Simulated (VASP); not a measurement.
H2C18O, 21 atoms in the cell. The cell holds a slab with vacuum, 21 atoms: a = 7.398 Å, b = 7.398 Å, c = 12.000 Å, α = 90.00°, β = 90.00°, γ = 120.00°. 

| Property | Result |
| --- | --- |
| Program | VASP 6.6.1 |
| Task | single point |
| Functional | PBE |
| Dispersion | D3(BJ) |
| Potentials or basis | VASP PAW PBE potentials, release 64 (C, O, H) |
| Cutoff | 520 eV |
| k mesh | 2 × 2 × 1 |
| Occupations | fermi-dirac, width 0.05 eV |
| Spin | no spin polarisation |
| Dipole correction | no |
| Further INCAR settings | LREAL = Auto; ALGO = Normal; EDIFF = 1e-06; NBANDS = 56 |

Potentials or basis: VASP PAW PBE potentials, release 64 (C, O, H).

Run with:

```console
$ cat potpaw_PBE.64/C/POTCAR potpaw_PBE.64/O/POTCAR potpaw_PBE.64/H/POTCAR > POTCAR
$ mpirun -np 1 vasp_std > vasp.out
```

Hardware: 1 thread of Oxide Virtual Turin-like Processor, with other jobs on the host.

Task: How long does it take, and how much memory?

Result: It took 8.4 min on 1 thread of Oxide Virtual Turin-like Processor, with other jobs on the host, peak memory 0.56 GiB. Counts: scf iterations 22, k points 4.
